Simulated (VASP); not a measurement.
# SnO2 in VASP: single point with LDA

Aim: the single point of SnO2 with LDA.

Program: VASP 6.6.1. These are calculated values, not measurements. Logs are shortened: lines on timing, memory, paths and dates and some standing lists are left out, and cuts for length are marked.

### 1 The cell of the first run

The typed cell holds 6 atoms: a = 4.960 Å, b = 4.960 Å, c = 3.351 Å, α = 90.00°, β = 90.00°, γ = 90.00°.

### 2 Single point, LDA (13.74 Å³/atom)

INCAR reads:

```
PREC = Accurate ; ENCUT = 520
EDIFF = 1E-7 ; ISMEAR = 0
SIGMA = 0.05 ; LREAL = F
LASPH = T ; NELM = 80
ALGO = Normal ; ISIF = 2
LWAVE = F ; LCHARG = T
GGA = CA ; LELF = T
LVHAR = T ; NBANDS = 35
```

KPOINTS reads:

```
Automatic mesh
0
Gamma
  6 6 10
```

POSCAR reads:

```
SnO2
1.0
    4.9595277989      0.0000000000      0.0000000000
    0.0000000000      4.9600539881      0.0000000000
    0.0000000000      0.0000000000      3.3505524136
Sn O
2 4
Direct
    0.5000000000      0.5000000000      0.5000000000
    0.0000000000      0.0000000000      0.0000000000
    0.3103662943      0.3103744708      0.0000000000
    0.8103662943      0.1896255292      0.5000000000
    0.1896337057      0.8103744708      0.5000000000
    0.6896337057      0.6896255292      0.0000000000
```

Potentials or basis: VASP PAW LDA potentials, release 64 (Sn_d, O).

On the command line:

```bash
$ cat potpaw_LDA.64/Sn_d/POTCAR potpaw_LDA.64/O/POTCAR > POTCAR
$ mpirun -np 1 vasp_std > vasp.out
```

OUTCAR:

```text
PREC = Accurate
   ENCUT = 520
   EDIFF = 1E-7
   ISMEAR = 0
   LREAL = F
   LASPH = T
   NELM = 80
   ISIF = 2
   GGA = CA

 ion  position               nearest neighbor table
   1  0.500  0.500  0.500-   3 2.14   6 2.14   3 2.14   6 2.14   5 2.18   4 2.18
   2  0.000  0.000  0.000-   4 2.14   5 2.14   4 2.14   5 2.14   3 2.18   6 2.18
   3  0.310  0.310  0.000-   1 2.14   1 2.14   2 2.18
   4  0.810  0.190  0.500-   2 2.14   2 2.14   1 2.18
   5  0.190  0.810  0.500-   2 2.14   2 2.14   1 2.18
   6  0.690  0.690  0.000-   1 2.14   1 2.14   2 2.18

  LATTYP: Found a simple orthorhombic cell.
 ALAT       =     3.3505524136
 B/A-ratio  =     1.4802119730
 C/A-ratio  =     1.4803690185

  Lattice vectors:

 A1 = (   0.0000000000,   0.0000000000,   3.3505524136)
 A2 = (   4.9595277989,   0.0000000000,   0.0000000000)
 A3 = (   0.0000000000,   4.9600539881,   0.0000000000)

Analysis of symmetry for initial positions (statically):
=====================================================================
 Subroutine PRICEL returns:
 Original cell was already a primitive cell.

 Routine SETGRP: Setting up the symmetry group for a
 simple orthorhombic supercell.

 Subroutine GETGRP returns: Found  8 space group operations
 (whereof  4 operations were pure point group operations)
 out of a pool of  8 trial point group operations.

The static configuration has the point symmetry C_2h.
 The point group associated with its full space group is D_2h.

Analysis of symmetry for dynamics (positions and initial velocities):
=====================================================================
 Subroutine PRICEL returns:
 Original cell was already a primitive cell.

 Routine SETGRP: Setting up the symmetry group for a
 simple orthorhombic supercell.

 Subroutine GETGRP returns: Found  8 space group operations
 (whereof  4 operations were pure point group operations)
 out of a pool of  8 trial point group operations.

The dynamic configuration has the point symmetry C_2h.
 The point group associated with its full space group is D_2h.

 Subroutine INISYM returns: Found  8 space group operations
 (whereof  4 operations are pure point group operations),
 and found     1 'primitive' translations

----------------------------------------------------------------------------------------

                                     Primitive cell

  volume of cell :      82.4220

  direct lattice vectors                    reciprocal lattice vectors
     4.959527799  0.000000000  0.000000000     0.201632099  0.000000000  0.000000000
     0.000000000  4.960053988  0.000000000     0.000000000  0.201610709  0.000000000
     0.000000000  0.000000000  3.350552414     0.000000000  0.000000000  0.298458247

  length of vectors
     4.959527799  4.960053988  3.350552414     0.201632099  0.201610709  0.298458247

  position of ions in fractional coordinates (direct lattice)
     0.500000000  0.500000000  0.500000000
     0.000000000  0.000000000  0.000000000
     0.310366294  0.310374471  0.000000000
     0.810366294  0.189625529  0.500000000
     0.189633706  0.810374471  0.500000000
     0.689633706  0.689625529  0.000000000

  ion indices of the primitive-cell ions
   primitive index   ion index
                 1           1
                 2           2
                 3           3
                 4           4
                 5           5
                 6           6

----------------------------------------------------------------------------------------

 KPOINTS: Automatic mesh

Automatic generation of k-mesh.
 Grid dimensions read from file:
 generate k-points for:    6    6   10

 Generating k-lattice:

  Cartesian coordinates                     Fractional coordinates (reciprocal lattice)
     0.033605350  0.000000000  0.000000000     0.166666667  0.000000000  0.000000000
     0.000000000  0.033601785  0.000000000     0.000000000  0.166666667  0.000000000
     0.000000000  0.000000000  0.029845825     0.000000000  0.000000000  0.100000000

  Length of vectors
     0.033605350  0.033601785  0.029845825

  Shift w.r.t. Gamma in fractional coordinates (k-lattice)
     0.000000000  0.000000000  0.000000000

 Subroutine IBZKPT returns following result:
 ===========================================

 Found     96 irreducible k-points:

 Following reciprocal coordinates:
            Coordinates               Weight
  0.000000  0.000000  0.000000      1.000000
  0.166667  0.000000  0.000000      2.000000
  0.333333  0.000000  0.000000      2.000000
  0.500000  0.000000  0.000000      1.000000
  0.000000  0.166667  0.000000      2.000000
  0.166667  0.166667  0.000000      4.000000
[... 16 lines left out ...]
  0.333333  0.166667  0.100000      8.000000
  0.500000  0.166667  0.100000      4.000000
 [... further k-points ...]
   k-points           NKPTS =     96   k-points in BZ     NKDIM =     96   number of bands    NBANDS=     35
   number of dos      NEDOS =    301   number of ions     NIONS =      6
   total plane-waves  NPLWV =  44800
   dimension x,y,z NGX =    40 NGY =   40 NGZ =   28
   dimension x,y,z NGXF=    80 NGYF=   80 NGZF=   56
   ions per type =               2   4
   NGX,Y,Z   is equivalent  to a cutoff of  13.41, 13.41, 13.89 a.u.
   NGXF,Y,Z  is equivalent  to a cutoff of  26.82, 26.81, 27.79 a.u.
 SYSTEM =  unknown system
   PREC   = accura    normal or accurate (medium, high low for compatibility)
   ISTART =      0    job   : 0-new  1-cont  2-samecut
   ICHARG =      2    charge: 1-file 2-atom 10-const
   ISPIN  =      1    spin polarized calculation?
   LNONCOLLINEAR =      F non collinear calculations
   LSORBIT =      F    spin-orbit coupling
   LASPH  =      T    aspherical Exc in radial PAW
   ENCUT  =  520.0 eV  38.22 Ry    6.18 a.u.   9.22  9.22  6.23*2*pi/ulx,y,z
   NELM   =     80;   NELMIN=  2; NELMDL= -5     # of ELM steps
   EDIFF  = 0.1E-06   stopping-criterion for ELM
   LREAL  =      F    real-space projection
   EDIFFG = 0.1E-05   stopping-criterion for IOM
   NSW    =      0    number of steps for IOM
   IBRION =     -1    ionic relax: 0-MD 1-quasi-New 2-CG
   NFREE  =      0    steps in history (QN), initial steepest desc. (CG)
   ISIF   =      2    stress and relaxation
   ISYM   =      2    0-nonsym 1-usesym 2-fastsym
   POTIM  = 0.5000    time-step for ionic-motion
   TEBEG  =    0.0;   TEEND  =   0.0 temperature during run
   PSTRESS=    0.0 pullay stress
   NELECT =      52.0000    total number of electrons
   NUPDOWN=      -1.0000    fix difference up-down
   EMIN   =  10.00;   EMAX   =-10.00  energy-range for DOS
   EFERMI =   0.00;   METHOD = LEGACY
   ISMEAR =     0;   SIGMA  =   0.05  broadening in eV -4-tet -1-fermi 0-gaus
   EFERMI_NEDOS =   21; number of points for ismear=-14 and -15
   IALGO  =     38    algorithm
   IMIX   =      4    mixing-type and parameters
     AMIX     =   0.40;   BMIX     =  1.00
     AMIX_MAG =   1.60;   BMIX_MAG =  1.00
  volume/ion in A,a.u.               =      13.74        92.70
  Fermi-wavevector in a.u.,A,eV,Ry     =   1.404090  2.653345 26.823454  1.971468
  Thomas-Fermi vector in A             =   2.526686
   LORBIT       =      0    0 simple, 1 ext, 2 COOP (PROOUT), +10 PAW based schemes
   GGA     = CA    functional components
   LHFCALC =     F    Hartree Fock is set to
   AEXX    =    0.0000 exact exchange contribution
   IVDW    =     0    specifies the selected vdW correction
   LEPSILON=     F    determine dielectric tensor
   LRPA    =     F    only Hartree local field effects (RPA)
 non-spin polarized calculation
 Gauss-broadening in eV      SIGMA  =   0.05
  energy-cutoff  :      520.00
  volume of cell :       82.42
 maximum number of plane-waves:      2241
 NGX is ok and might be reduce to    40
   NGX = 19   NGY = 19   NGZ = 13

 number of electron      51.9999994 magnetization

 Free energy of the ion-electron system (eV)
  ---------------------------------------------------
  ext. energy  EPLUGINS =         0.00000000
  ---------------------------------------------------
  free energy    TOTEN  =       -41.47047419 eV

  energy without entropy =      -41.47032596  energy(sigma->0) =      -41.47040007

 E-fermi :   4.2457     XC(G=0): -11.0707

 val. band max:        4.2037463022   @ k =   0.0000   0.0000   0.1000
 cond. band min:       4.2695977645   @ k =   0.0000   0.0000   0.0000
 fundamental gap:      0.0658514623
 Fermi energy:         4.2456803482

 k-point     1 :       0.0000    0.0000    0.0000
  band No.  band energies     occupation
      1     -16.5530      2.00000
      2     -16.1014      2.00000
      3     -15.9682      2.00000
      4     -15.9515      2.00000
      5     -15.9515      2.00000
      6     -15.8945      2.00000
[... 27 lines left out ...]
     34      14.4092      0.00000
     35      15.5660      0.00000

 k-point     2 :       0.1667    0.0000    0.0000
  band No.  band energies     occupation
      1     -16.5255      2.00000
      2     -16.1284      2.00000
      3     -15.9669      2.00000
      4     -15.9505      2.00000
      5     -15.9505      2.00000
      6     -15.9113      2.00000
[... 27 lines left out ...]
     34      14.7780      0.00000
     35      15.5695      0.00000

 k-point     3 :       0.3333    0.0000    0.0000
  band No.  band energies     occupation
      1     -16.4473      2.00000
      2     -16.2129      2.00000
      3     -15.9629      2.00000
      4     -15.9486      2.00000
      5     -15.9485      2.00000
      6     -15.9383      2.00000
[... 27 lines left out ...]
     34      15.4434      0.00000
     35      15.6372      0.00000
[... 723 lines left out ...]
 k-point    23 :       0.3333    0.1667    0.1000
  band No.  band energies     occupation
      1     -16.4117      2.00000
      2     -16.2181      2.00000
      3     -16.0031      2.00000
      4     -16.0016      2.00000
      5     -15.9441      2.00000
      6     -15.9199      2.00000
[... 27 lines left out ...]
     34      15.5494      0.00000
     35      15.6555      0.00000

 k-point    24 :       0.5000    0.1667    0.1000
  band No.  band energies     occupation
      1     -16.3201      2.00000
      2     -16.3201      2.00000
      3     -16.0028      2.00000
      4     -16.0028      2.00000
      5     -15.9327      2.00000
      6     -15.9327      2.00000
[... 27 lines left out ...]
     34      15.1079      0.00000
     35      15.7477      0.00000

 [... further k-points ...]
[... 5 lines left out ...]
  --------------------------------------------------------------------------------------
  -------------------------------------------------------------------------------------
  Total       -9.5406470     -9.5450145    -13.0652997     -0.0000000      0.0000000      0.0000000
  in kB     -185.4578664   -185.5427666   -253.9725673     -0.0000000      0.0000000      0.0000000
  external PRESSURE =    -208.3244001 kB  Pullay stress =       0.0000000 kB

 VOLUME and BASIS-vectors are now :
 -----------------------------------------------------------------------------
  energy-cutoff  :      520.00
  volume of cell :       82.42
      direct lattice vectors                 reciprocal lattice vectors
     4.959527799  0.000000000  0.000000000     0.201632099  0.000000000  0.000000000
     0.000000000  4.960053988  0.000000000     0.000000000  0.201610709  0.000000000
     0.000000000  0.000000000  3.350552414     0.000000000  0.000000000  0.298458247

 POSITION                                       TOTAL-FORCE (eV/Angst)
 -----------------------------------------------------------------------------------
      2.47976      2.48003      1.67528         0.000000      0.000000      0.000000
      0.00000      0.00000      0.00000         0.000000      0.000000      0.000000
      1.53927      1.53947      0.00000        -0.026837     -0.026840     -0.000000
      4.01903      0.94055      1.67528        -0.026837      0.026840      0.000000
      0.94049      4.01950      1.67528         0.026837     -0.026840      0.000000
      3.42026      3.42058      0.00000         0.026837      0.026840      0.000000
 -----------------------------------------------------------------------------------
    total drift:                                0.000000     -0.000000     -0.000000

  FREE ENERGIE OF THE ION-ELECTRON SYSTEM (eV)
  ---------------------------------------------------
  free  energy   TOTEN  =       -41.4704741856 eV

  energy  without entropy=      -41.4703259625  energy(sigma->0) =      -41.47040007
```

Wall time 6.3 min (1 thread of Intel Xeon Platinum 8488C (Sapphire Rapids), shared host); peak memory 0.32 GiB.

What came out:

| Quantity | Value |
| --- | --- |
| Free energy | -41.4705 eV |
| Pressure | -20.8 GPa |
| Largest force | 0.038 eV/Å |
| Band gap on the k mesh | 0.07 eV (least direct gap 0.27 eV) |

Forces in eV/Å, atoms in the order of the input:
```
Sn   0.000  0.000  0.000
Sn   0.000  0.000  0.000
O   -0.027 -0.027  0.000
O   -0.027  0.027  0.000
O    0.027 -0.027  0.000
O    0.027  0.027  0.000
```

Stress tensor (GPa, compression positive):
```
-18.55   0.00   0.00
  0.00 -18.55   0.00
  0.00   0.00 -25.40
```

Caveat: the stress differs along the axes, from -25 to -19 GPa; semilocal functionals underestimate gaps, and a narrow one can read as zero; spin-orbit coupling is left out, which moves the levels of the heavy elements.
